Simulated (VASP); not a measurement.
GaS2: relaxation of cell and atoms with PBE

The system is GaS2.

```xyz
3
Lattice="3.5982 0.0000 0.0000 0.0000 3.5982 0.0000 0.0000 0.0000 4.8750" Properties=species:S:1:pos:R:3 pbc="T T T"
Ga    0.0000    0.0000    0.0000
S     1.7991    1.7991    1.4223
S     1.7991    1.7991    3.4527
```

The cell was built from a structure type or drawn by symmetry, and may not be a known phase.

```json
{"Program": "VASP 6.6.1", "Task": "relaxation of cell and atoms", "Functional": "PBE", "Potentials or basis": "VASP PAW PBE potentials, release 64 (Ga_d, S)", "Cutoff": "600 eV", "k mesh": "14 × 14 × 10", "Occupations": "gaussian, width 0.1 eV", "Spin": "no spin polarisation", "Dipole correction": "no", "Further INCAR settings": "ALGO = Normal; EDIFF = 1e-06; IBRION = 2; EDIFFG = -0.01; NSW = 100; ISIF = 3"}
```

```json
{"Relaxed volume": "21.49 Å³/atom", "Relaxed cell": "a = 3.646 Å, b = 3.646 Å, c = 4.849 Å, α = 90.00°, β = 90.00°, γ = 90.00°", "Space group after relaxing (to 0.1 Å)": "P4/mmm (No. 123)", "Energy gained by relaxing": "3.2 meV/atom", "Ionic steps": "9", "Pressure after relaxing": "0.0 GPa", "Largest force after relaxing": "0.004 eV/Å", "Band gap on the k mesh": "zero (an odd number of electrons rules out a gap without spin polarisation)"}
```

Forces on the atoms (eV/Å):
```
Ga   0.000  0.000  0.000
S    0.000  0.000 -0.004
S    0.000  0.000  0.004
```

Step by step:
```csv
step,energy change (eV),largest force (eV/Å),pressure (GPa),volume (Å³)
1,0.0000,0.3142,-0.01,63.12
2,-0.0012,0.4337,1.39,63.10
3,-0.0061,0.0532,0.73,63.11
4,-0.0090,0.0288,0.31,63.90
5,-0.0096,0.0062,-0.06,64.67
6,-0.0097,0.0101,-0.02,64.53
7,-0.0096,0.0115,0.06,64.48
8,-0.0096,0.0170,-0.04,64.49
9,-0.0097,0.0040,0.01,64.48
```

Final structure:
```
Ga S
1.0
     3.64648    0.00000    0.00000
     0.00000    3.64648    0.00000
     0.00000    0.00000    4.84948
Ga S
1 2
Cartesian
  0.0000 0.0000 0.0000
  1.8232 1.8232 1.4235
  1.8232 1.8232 3.4260
```

Levels at points of the mesh, in eV from the Fermi level:
| k point | band 10 | band 11 | band 12 | band 13 | band 14 | band 15 | band 16 |
| --- | --- | --- | --- | --- | --- | --- | --- |
| (0.00, 0.00, 0.00) | -3.44 | -2.14 | 0.30 | 0.30 | 3.83 | 4.79 | 5.01 |
| (0.50, 0.00, 0.00) | -2.92 | -2.28 | -1.22 | 0.52 | 2.86 | 4.37 | 6.15 |
| (0.50, 0.50, 0.00) | -5.49 | -3.76 | -1.21 | -1.21 | 2.18 | 2.18 | 3.13 |
| (0.00, 0.00, 0.50) | -2.75 | -2.75 | -1.33 | -1.33 | 1.45 | 2.01 | 6.16 |
| (0.50, 0.00, 0.50) | -3.45 | -2.51 | -0.48 | 0.58 | 1.80 | 3.77 | 4.76 |
| (0.50, 0.50, 0.50) | -3.76 | -3.76 | -3.50 | -3.23 | 1.40 | 1.63 | 5.73 |

Run time: 9.1 min on 1 thread of Intel(R) Xeon(R) 6975P-C (Granite Rapids) (shared host), peak memory 0.39 GiB.
